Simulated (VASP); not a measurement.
# WSe2 (P6_3/mmc) in VASP: a series of runs

The runs below take WSe2 through electric field gradients, with PBEsol.

Program: VASP 6.6.1. These are calculated values, not measurements. Logs are shortened: lines on timing, memory, paths and dates and some standing lists are left out, and cuts for length are marked.

## Step 1: The cell of the first run

The structure is hexagonal, space group P6_3/mmc (No. 194). The conventional cell has a = 3.223 Å, b = 3.223 Å, c = 12.705 Å, α = 90.00°, β = 90.00°, γ = 120.00°. Within 3.3 Å of W (site symmetry -6m2) lie 6 Se at 2.48 Å and 6 W at 3.22 Å. Se (site symmetry 3m) has 3 W at 2.48 Å and 7 Se at 3.22 to 3.28 Å within 3.3 Å.

## Step 2: Electric field gradients, PBEsol (19.05 Å³/atom)

The input, INCAR:

```
  PREC = Accurate
  ENCUT = 520
  EDIFF = 1E-8
  ISMEAR = -1
  SIGMA = 0.08
  LREAL = False
  LASPH = True
  NELM = 60
  ALGO = Normal
  ISIF = 2
  LWAVE = False
  LCHARG = False
  GGA = PS
  LEFG = True
  NBANDS = 35
```

The input, KPOINTS:

```
regular mesh
0
Gamma
  11 11 3
```

The input, POSCAR:

```
WSe2
1.0
    3.2228367798      0.0000000000      0.0000000000
   -1.6114183898      2.7910585235      0.0000000000
    0.0000000000      0.0000000000     12.7052318300
W Se
2 4
Direct
    0.3333333333      0.6666666667      0.2500000000
    0.6666666667      0.3333333333      0.7500000000
    0.3333333333      0.6666666667      0.6210000000
    0.6666666667      0.3333333333      0.1210000000
    0.3333333333      0.6666666667      0.8790000000
    0.6666666667      0.3333333333      0.3790000000
```

Potentials or basis: VASP PAW PBE potentials, release 64 (W_sv, Se).

Command:

```console
> cat potpaw_PBE.64/W_sv/POTCAR potpaw_PBE.64/Se/POTCAR > POTCAR
> mpirun -np 1 vasp_std > vasp.out
```

OUTCAR:

```text
PREC = Accurate
   ENCUT = 520
   EDIFF = 1E-8
   ISMEAR = -1
   LREAL = False
   LASPH = True
   NELM = 60
   ISIF = 2
   GGA = PS

 ion  position               nearest neighbor table
   1  0.333  0.667  0.250-   4 2.48   6 2.48   4 2.48   6 2.48   4 2.48   6 2.48
   2  0.667  0.333  0.750-   3 2.48   5 2.48   3 2.48   5 2.48   3 2.48   5 2.48
   3  0.333  0.667  0.621-   2 2.48   2 2.48   2 2.48
   4  0.667  0.333  0.121-   1 2.48   1 2.48   1 2.48
   5  0.333  0.667  0.879-   2 2.48   2 2.48   2 2.48
   6  0.667  0.333  0.379-   1 2.48   1 2.48   1 2.48

  LATTYP: Found a hexagonal cell.
 ALAT       =     3.2228367798
 C/A-ratio  =     3.9422510968

  Lattice vectors:

 A1 = (   3.2228367798,   0.0000000000,   0.0000000000)
 A2 = (  -1.6114183898,   2.7910585235,   0.0000000000)
 A3 = (   0.0000000000,   0.0000000000,  12.7052318300)

Analysis of symmetry for initial positions (statically):
=====================================================================
 Subroutine PRICEL returns:
 Original cell was already a primitive cell.

 Routine SETGRP: Setting up the symmetry group for a
 hexagonal supercell.

 Subroutine GETGRP returns: Found 24 space group operations
 (whereof 12 operations were pure point group operations)
 out of a pool of 24 trial point group operations.

The static configuration has the point symmetry D_3d.
 The point group associated with its full space group is D_6h.

Analysis of symmetry for dynamics (positions and initial velocities):
=====================================================================
 Subroutine PRICEL returns:
 Original cell was already a primitive cell.

 Routine SETGRP: Setting up the symmetry group for a
 hexagonal supercell.

 Subroutine GETGRP returns: Found 24 space group operations
 (whereof 12 operations were pure point group operations)
 out of a pool of 24 trial point group operations.

The dynamic configuration has the point symmetry D_3d.
 The point group associated with its full space group is D_6h.

 Subroutine INISYM returns: Found 24 space group operations
 (whereof 12 operations are pure point group operations),
 and found     1 'primitive' translations

----------------------------------------------------------------------------------------

                                     Primitive cell

  volume of cell :     114.2852

  direct lattice vectors                    reciprocal lattice vectors
     3.222836780  0.000000000  0.000000000     0.310285648  0.179143503  0.000000000
    -1.611418390  2.791058523  0.000000000     0.000000000  0.358287005  0.000000000
     0.000000000  0.000000000 12.705231830     0.000000000  0.000000000  0.078707733

  length of vectors
     3.222836780  3.222836780 12.705231830     0.358287005  0.358287005  0.078707733

  position of ions in fractional coordinates (direct lattice)
     0.333333333  0.666666667  0.250000000
     0.666666667  0.333333333  0.750000000
     0.333333333  0.666666667  0.621000000
     0.666666667  0.333333333  0.121000000
     0.333333333  0.666666667  0.879000000
     0.666666667  0.333333333  0.379000000

  ion indices of the primitive-cell ions
   primitive index   ion index
                 1           1
                 2           2
                 3           3
                 4           4
                 5           5
                 6           6

----------------------------------------------------------------------------------------

 KPOINTS: regular mesh

Automatic generation of k-mesh.
 Grid dimensions read from file:
 generate k-points for:   11   11    3

 Generating k-lattice:

  Cartesian coordinates                     Fractional coordinates (reciprocal lattice)
     0.028207786  0.016285773  0.000000000     0.090909091  0.000000000  0.000000000
[... 48 lines left out ...]
   NGXF,Y,Z  is equivalent  to a cutoff of  24.76, 24.76, 25.12 a.u.
 SYSTEM =  unknown system
   PREC   = accura    normal or accurate (medium, high low for compatibility)
   ISTART =      0    job   : 0-new  1-cont  2-samecut
   ICHARG =      2    charge: 1-file 2-atom 10-const
   ISPIN  =      1    spin polarized calculation?
   LNONCOLLINEAR =      F non collinear calculations
   LSORBIT =      F    spin-orbit coupling
   LASPH  =      T    aspherical Exc in radial PAW
   ENCUT  =  520.0 eV  38.22 Ry    6.18 a.u.   5.99  5.99 23.62*2*pi/ulx,y,z
   NELM   =     60;   NELMIN=  2; NELMDL= -5     # of ELM steps
   EDIFF  = 0.1E-07   stopping-criterion for ELM
   LREAL  =      F    real-space projection
   EDIFFG = 0.1E-06   stopping-criterion for IOM
   NSW    =      0    number of steps for IOM
   IBRION =     -1    ionic relax: 0-MD 1-quasi-New 2-CG
   NFREE  =      0    steps in history (QN), initial steepest desc. (CG)
   ISIF   =      2    stress and relaxation
   ISYM   =      2    0-nonsym 1-usesym 2-fastsym
   POTIM  = 0.5000    time-step for ionic-motion
   TEBEG  =    0.0;   TEEND  =   0.0 temperature during run
   PSTRESS=    0.0 pullay stress
   NELECT =      52.0000    total number of electrons
   NUPDOWN=      -1.0000    fix difference up-down
   EMIN   =  10.00;   EMAX   =-10.00  energy-range for DOS
   EFERMI =   0.00;   METHOD = LEGACY
   ISMEAR =    -1;   SIGMA  =   0.08  broadening in eV -4-tet -1-fermi 0-gaus
   EFERMI_NEDOS =   21; number of points for ismear=-14 and -15
   IALGO  =     38    algorithm
   IMIX   =      4    mixing-type and parameters
     AMIX     =   0.40;   BMIX     =  1.00
     AMIX_MAG =   1.60;   BMIX_MAG =  1.00
  volume/ion in A,a.u.               =      19.05       128.54
  Fermi-wavevector in a.u.,A,eV,Ry     =   1.259155  2.379459 21.571660  1.585472
  Thomas-Fermi vector in A             =   2.392729
   LORBIT       =      0    0 simple, 1 ext, 2 COOP (PROOUT), +10 PAW based schemes
   GGA     = PS    functional components
   LHFCALC =     F    Hartree Fock is set to
   AEXX    =    0.0000 exact exchange contribution
   IVDW    =     0    specifies the selected vdW correction
   LEPSILON=     F    determine dielectric tensor
   LRPA    =     F    only Hartree local field effects (RPA)
 non-spin polarized calculation
  energy-cutoff  :      520.00
  volume of cell :      114.29
 maximum number of plane-waves:      3108
 NGX is ok and might be reduce to    24
   NGX = 11   NGY = 11   NGZ = 47

 number of electron      52.0000006 magnetization

 Free energy of the ion-electron system (eV)
  ---------------------------------------------------
  ext. energy  EPLUGINS =         0.00000000
  ---------------------------------------------------
  free energy    TOTEN  =       -46.36483396 eV

  energy without entropy =      -46.36469641  energy(sigma->0) =      -46.36476519

 E-fermi :   7.2829     XC(G=0): -11.2119

 val. band max:        6.9076940587   @ k =   0.0000   0.0000   0.0000
 cond. band min:       7.7528504550   @ k =   0.1818   0.1818   0.0000
 fundamental gap:      0.8451563963
 Fermi energy:         7.2829254014

 k-point     1 :       0.0000    0.0000    0.0000
  band No.  band energies     occupation
      1     -67.3373      2.00000
      2     -67.3373      2.00000
      3     -31.6641      2.00000
      4     -31.6640      2.00000
      5     -31.4768      2.00000
      6     -31.4768      2.00000
[... 901 lines left out ...]
     34      11.0363      0.00000
     35      13.9635      0.00000

 [... further k-points ...]
[... 5 lines left out ...]
  --------------------------------------------------------------------------------------
  -------------------------------------------------------------------------------------
  Total        5.7991589      5.7991589      7.9681250      0.0000000     -0.0000000      0.0000000
  in kB       81.2991013     81.2991013    111.7060955      0.0000000     -0.0000000      0.0000000
  external PRESSURE =      91.4347660 kB  Pullay stress =       0.0000000 kB

 VOLUME and BASIS-vectors are now :
 -----------------------------------------------------------------------------
  energy-cutoff  :      520.00
  volume of cell :      114.29
      direct lattice vectors                 reciprocal lattice vectors
     3.222836780  0.000000000  0.000000000     0.310285648  0.179143503  0.000000000
    -1.611418390  2.791058523  0.000000000     0.000000000  0.358287005  0.000000000
     0.000000000  0.000000000 12.705231830     0.000000000  0.000000000  0.078707733

 POSITION                                       TOTAL-FORCE (eV/Angst)
 -----------------------------------------------------------------------------------
     -0.00000      1.86071      3.17631        -0.000000      0.000000      0.000000
      1.61142      0.93035      9.52892         0.000000     -0.000000      0.000000
     -0.00000      1.86071      7.88995         0.000000     -0.000000     -1.049884
      1.61142      0.93035      1.53733        -0.000000     -0.000000     -1.049884
     -0.00000      1.86071     11.16790         0.000000      0.000000      1.049884
      1.61142      0.93035      4.81528        -0.000000      0.000000      1.049884
 -----------------------------------------------------------------------------------
    total drift:                               -0.000000      0.000000     -0.000000

  FREE ENERGIE OF THE ION-ELECTRON SYSTEM (eV)
  ---------------------------------------------------
  free  energy   TOTEN  =       -46.3648339637 eV

  energy  without entropy=      -46.3646964117  energy(sigma->0) =      -46.36476519

 Electric field gradients (V/A^2)
---------------------------------------------------------------------
 ion       V_xx      V_yy      V_zz      V_xy      V_xz      V_yz
---------------------------------------------------------------------
   1      82.369    82.370  -164.739     0.001     0.000    -0.000
   2      82.369    82.370  -164.739     0.001    -0.000     0.000
   3      42.400    42.400   -84.799     0.000     0.000    -0.000
   4      42.400    42.400   -84.799     0.000    -0.000     0.000
   5      42.400    42.400   -84.799     0.000    -0.000     0.000
   6      42.400    42.400   -84.799     0.000     0.000    -0.000
---------------------------------------------------------------------

 Electric field gradients after diagonalization (V/A^2)
 (convention: |V_zz| > |V_xx| > |V_yy|)
----------------------------------------------------------------------
 ion       V_xx      V_yy      V_zz     asymmetry (V_yy - V_xx)/ V_zz
----------------------------------------------------------------------
   1      82.370    82.369  -164.739       0.000
   2      82.370    82.369  -164.739       0.000
   3      42.400    42.399   -84.799       0.000
   4      42.400    42.399   -84.799       0.000
   5      42.400    42.399   -84.799       0.000
   6      42.400    42.399   -84.799       0.000
----------------------------------------------------------------------

           NMR quadrupolar parameters

 Cq : quadrupolar parameter    Cq=e*Q*V_zz/h
 eta: asymmetry parameters     (V_yy - V_xx)/ V_zz
 Q  : nuclear electric quadrupole moment in mb (millibarn)
----------------------------------------------------------------------
 ion       Cq(MHz)       eta       Q (mb)
----------------------------------------------------------------------
   1      -0.398       0.000       1.000
   2      -0.398       0.000       1.000
   3      -0.205       0.000       1.000
   4      -0.205       0.000       1.000
   5      -0.205       0.000       1.000
   6      -0.205       0.000       1.000
----------------------------------------------------------------------
```

Run time: 3 min. Hardware: 1 thread of Intel Xeon 8259CL, shared host; peak memory 0.29 GiB.

What came out:

```yaml
Free_energy: -46.3648 eV
Pressure: 9.1 GPa
Largest_force: 1.050 eV/Å
Band_gap_on_the_k_mesh: 0.85 eV (least direct gap 1.88 eV)
Largest_electric_field_gradient_by_atom: W -164.7; Se -84.8 V/Å²
```

Forces on the atoms (eV/Å):
```
W    0.000  0.000  0.000
W    0.000  0.000  0.000
Se   0.000  0.000 -1.050
Se   0.000  0.000 -1.050
Se   0.000  0.000  1.050
Se   0.000  0.000  1.050
```

Stress tensor (GPa, compression positive):
```
 8.13  0.00  0.00
 0.00  8.13  0.00
 0.00  0.00 11.17
```

Electric field gradients, principal values (V/Å²):
```tsv
atom	least	middle	greatest (by size)
1 W	82.369	82.370	-164.739
2 W	82.369	82.370	-164.739
3 Se	42.399	42.400	-84.799
4 Se	42.399	42.400	-84.799
5 Se	42.399	42.400	-84.799
6 Se	42.399	42.400	-84.799
```

Caveat: the cell stands under pressure; without QUAD_EFG the Cq values of the log hold for a quadrupole moment of 1 mb, not for the nuclei; the PAW data sets were made with another functional, which shifts forces and pressure a little; spin-orbit coupling is left out, which moves the levels of the heavy elements; an odd mesh through Γ misses points on the zone boundary, where band edges can lie; this functional lacks dispersion, which binds the layers, so the pressure and a relaxed spacing across them are unreliable.

## Step 3: Electric field gradients, PBEsol (19.45 Å³/atom)

This run uses another cell than the first one, of 19.45 Å³/atom.

The input, INCAR:

```
PREC = Accurate
ENCUT = 520
EDIFF = 1E-8
ISMEAR = -1
SIGMA = 0.08
LREAL = False
LASPH = True
NELM = 60
ALGO = Normal
ISIF = 2
LWAVE = False
LCHARG = False
GGA = PS
LEFG = True
NBANDS = 35
```

The input, KPOINTS:

```
Automatic mesh
0
Gamma
  11 11 3
```

Changes to POSCAR since step 2:

```diff
@@ -2,5 +2,5 @@
 1.0
-    3.2228367798      0.0000000000      0.0000000000
-   -1.6114183898      2.7910585235      0.0000000000
-    0.0000000000      0.0000000000     12.7052318300
+    3.2455335613      0.0000000000      0.0000000000
+   -1.6227667806      2.8107145128      0.0000000000
+    0.0000000000      0.0000000000     12.7947082416
 W Se
```

Potentials or basis: VASP PAW PBE potentials, release 64 (W_sv, Se).

Command:

```console
> cat potpaw_PBE.64/W_sv/POTCAR potpaw_PBE.64/Se/POTCAR > POTCAR
> mpirun -np 1 vasp_std > vasp.out
```

OUTCAR:

```text
PREC = Accurate
   ENCUT = 520
   EDIFF = 1E-8
   ISMEAR = -1
   LREAL = False
   LASPH = True
   NELM = 60
   ISIF = 2
   GGA = PS

 ion  position               nearest neighbor table
   1  0.333  0.667  0.250-   4 2.50   6 2.50   4 2.50   6 2.50   4 2.50   6 2.50
   2  0.667  0.333  0.750-   3 2.50   5 2.50   3 2.50   5 2.50   3 2.50   5 2.50
   3  0.333  0.667  0.621-   2 2.50   2 2.50   2 2.50
   4  0.667  0.333  0.121-   1 2.50   1 2.50   1 2.50
   5  0.333  0.667  0.879-   2 2.50   2 2.50   2 2.50
   6  0.667  0.333  0.379-   1 2.50   1 2.50   1 2.50

  LATTYP: Found a hexagonal cell.
 ALAT       =     3.2455335613
 C/A-ratio  =     3.9422510968

  Lattice vectors:

 A1 = (   3.2455335613,   0.0000000000,   0.0000000000)
[... 1149 lines left out ...]
   3      40.711    40.711   -81.421     0.000     0.000    -0.000
   4      40.711    40.711   -81.421     0.000    -0.000     0.000
   5      40.711    40.711   -81.421     0.000    -0.000     0.000
   6      40.711    40.711   -81.421     0.000     0.000    -0.000
---------------------------------------------------------------------

 Electric field gradients after diagonalization (V/A^2)
 (convention: |V_zz| > |V_xx| > |V_yy|)
----------------------------------------------------------------------
 ion       V_xx      V_yy      V_zz     asymmetry (V_yy - V_xx)/ V_zz
----------------------------------------------------------------------
   1      80.209    80.207  -160.415       0.000
   2      80.209    80.207  -160.415       0.000
   3      40.711    40.711   -81.421       0.000
   4      40.711    40.711   -81.421       0.000
   5      40.711    40.711   -81.421       0.000
   6      40.711    40.711   -81.421       0.000
----------------------------------------------------------------------

           NMR quadrupolar parameters

 Cq : quadrupolar parameter    Cq=e*Q*V_zz/h
 eta: asymmetry parameters     (V_yy - V_xx)/ V_zz
 Q  : nuclear electric quadrupole moment in mb (millibarn)
----------------------------------------------------------------------
 ion       Cq(MHz)       eta       Q (mb)
----------------------------------------------------------------------
   1      -0.388       0.000       1.000
   2      -0.388       0.000       1.000
   3      -0.197       0.000       1.000
   4      -0.197       0.000       1.000
   5      -0.197       0.000       1.000
   6      -0.197       0.000       1.000
----------------------------------------------------------------------
```

OSZICAR:

```text
N       E                     dE             d eps       ncg     rms          rms(c)
DAV:   1     0.507121077677E+03    0.50712E+03   -0.28037E+04  2480   0.146E+03
DAV:   2    -0.149274210525E+02   -0.52205E+03   -0.50377E+03  2606   0.396E+02
DAV:   3    -0.475744681314E+02   -0.32647E+02   -0.32052E+02  2711   0.922E+01
DAV:   4    -0.483102541639E+02   -0.73579E+00   -0.73135E+00  2657   0.141E+01
DAV:   5    -0.483192096095E+02   -0.89554E-02   -0.89458E-02  2682   0.169E+00    0.333E+01
DAV:   6    -0.468459491256E+02    0.14733E+01   -0.48892E+00  2516   0.147E+01    0.123E+01
DAV:   7    -0.466216301703E+02    0.22432E+00   -0.22476E+00  2358   0.706E+00    0.564E+00
DAV:   8    -0.464763876426E+02    0.14524E+00   -0.33027E-01  2466   0.393E+00    0.126E+00
DAV:   9    -0.464772006354E+02   -0.81299E-03   -0.48702E-02  2663   0.104E+00    0.850E-01
DAV:  10    -0.464755762545E+02    0.16244E-02   -0.11854E-02  2501   0.735E-01    0.155E-01
DAV:  11    -0.464755393622E+02    0.36892E-04   -0.15549E-03  2453   0.251E-01    0.174E-01
DAV:  12    -0.464755059683E+02    0.33394E-04   -0.51158E-05  2580   0.471E-02    0.110E-01
DAV:  13    -0.464754986916E+02    0.72767E-05   -0.65939E-05  2488   0.504E-02    0.797E-03
DAV:  14    -0.464754989508E+02   -0.25928E-06   -0.44524E-06  2721   0.112E-02    0.806E-03
DAV:  15    -0.464754989578E+02   -0.69604E-08   -0.28582E-07  2642   0.296E-03    0.709E-03
DAV:  16    -0.464754990082E+02   -0.50346E-07   -0.14407E-07  2460   0.196E-03    0.226E-03
DAV:  17    -0.464754990138E+02   -0.56607E-08   -0.23583E-08  1983   0.825E-04
   1 F= -.46475499E+02 E0= -.46475435E+02  d E =-.128854E-03
```

stdout:

```text
POSCAR found type information on POSCAR W Se
 POSCAR found :  2 types and       6 ions
 scaLAPACK will be used
 -----------------------------------------------------------------------------
|                                                                             |
|                                                                             |
|     You enforced a specific xc type in the INCAR file but a different       |
|     I HOPE YOU KNOW WHAT YOU ARE DOING!                                     |
|                                                                             |
 -----------------------------------------------------------------------------

 LDA part: xc-table for (Slater+PW92), standard interpolation
 POSCAR, INCAR and KPOINTS ok, starting setup
 FFT: planning ... GRIDC
 FFT: planning ... GRID_SOFT
 FFT: planning ... GRID
 WAVECAR not read
 entering main loop
ion   1

ion   2

ion   3

ion   4

ion   5

ion   6
```

Wall time 3.7 min (1 thread of Intel Xeon 8259CL, shared host); peak memory 0.28 GiB.

Results:

- Free energy: -46.4755 eV
- Pressure: 5.4 GPa
- Largest force: 0.646 eV/Å
- Band gap on the k mesh: 0.87 eV (least direct gap 1.83 eV)
- Largest electric field gradient by atom: W -160.4; Se -81.4 V/Å²

Forces in eV/Å, atoms in the order of the input:
```
W    0.000  0.000  0.000
W    0.000  0.000  0.000
Se   0.000  0.000 -0.646
Se   0.000  0.000 -0.646
Se   0.000  0.000  0.646
Se   0.000  0.000  0.646
```

Stress tensor (GPa, compression positive):
```
4.65 0.00 0.00
0.00 4.65 0.00
0.00 0.00 7.03
```

Electric field gradients, principal values (V/Å²):
```
atom   least  middle  greatest (by size)
 1 W  80.207  80.209            -160.415
 2 W  80.207  80.209            -160.415
3 Se  40.711  40.711             -81.421
4 Se  40.711  40.711             -81.421
5 Se  40.711  40.711             -81.421
6 Se  40.711  40.711             -81.421
```

Caveat: the cell stands under pressure; without QUAD_EFG the Cq values of the log hold for a quadrupole moment of 1 mb, not for the nuclei; the PAW data sets were made with another functional, which shifts forces and pressure a little; spin-orbit coupling is left out, which moves the levels of the heavy elements; an odd mesh through Γ misses points on the zone boundary, where band edges can lie; this functional lacks dispersion, which binds the layers, so the pressure and a relaxed spacing across them are unreliable.
